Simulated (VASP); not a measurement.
## Sc12Pd: single point with LDA

Sc12Pd, a slab with vacuum:

```xyz
13
Lattice="6.6200 0.0000 0.0000 3.3100 5.7331 0.0000 0.0000 0.0000 18.2761" Properties=species:S:1:pos:R:3 pbc="T T T"
Sc    0.0000    0.0000    1.0000
Sc    3.3100    0.0000    1.0000
Sc    1.6550    2.8665    1.0000
Sc    4.9650    2.8665    1.0000
Sc    0.0000    1.9110    3.3913
Sc    3.3100    1.8915    3.3837
Sc    1.6380    4.7873    3.3835
Sc    4.9819    4.7873    3.3835
Sc    0.0000   -0.0652    5.8202
Sc    3.3100    0.0000    5.8826
Sc    1.7117    2.8994    5.8204
Sc    4.9083    2.8994    5.8205
Pd    3.3099    3.8225    7.5533
```

```yaml
Program: VASP 6.6.1
Task: single point
Functional: LDA
Potentials_or_basis: VASP PAW LDA potentials, release 64 (Sc_sv, Pd)
Cutoff: 520 eV
k_mesh: 3 × 3 × 1
Occupations: fermi-dirac, width 0.15 eV
Spin: no spin polarisation
Dipole_correction: no
Further_INCAR_settings: ALGO = Normal; EDIFF = 1e-06; NBANDS = 83
```

```json
{
 "Largest force": "0.084 eV/Å",
 "Band gap on the k mesh": "zero (bands 71 and 72 overlap by 0.12 eV)"
}
```

Forces on the atoms (eV/Å):
```
Sc   0.000  0.037  0.008
Sc   0.000  0.000 -0.069
Sc  -0.032 -0.018  0.008
Sc   0.032 -0.018  0.008
Sc   0.000  0.000  0.004
Sc   0.000  0.006  0.001
Sc   0.005 -0.003  0.001
Sc  -0.005 -0.003  0.001
Sc   0.000  0.036 -0.019
Sc   0.000  0.000  0.008
Sc  -0.032 -0.018 -0.018
Sc   0.032 -0.018 -0.019
Pd   0.000  0.000  0.084
```

Levels at points of the mesh, in eV from the Fermi level:
| k point | band 69 | band 70 | band 71 | band 72 | band 73 | band 74 | band 75 | band 76 |
| --- | --- | --- | --- | --- | --- | --- | --- | --- |
| (0.00, 0.00, 0.00) | -0.30 | -0.30 | -0.29 | -0.12 | 0.13 | 0.58 | 0.60 | 0.60 |

Run time: 20 min on 1 thread of Intel(R) Xeon(R) Platinum 8259CL CPU @ 2.50GHz (Skylake/Cascade Lake), on a shared host, peak memory 0.65 GiB.

Caveat: the k points lie up to 0.37 Å⁻¹ apart; there is no dipole correction, which matters where the two faces differ.
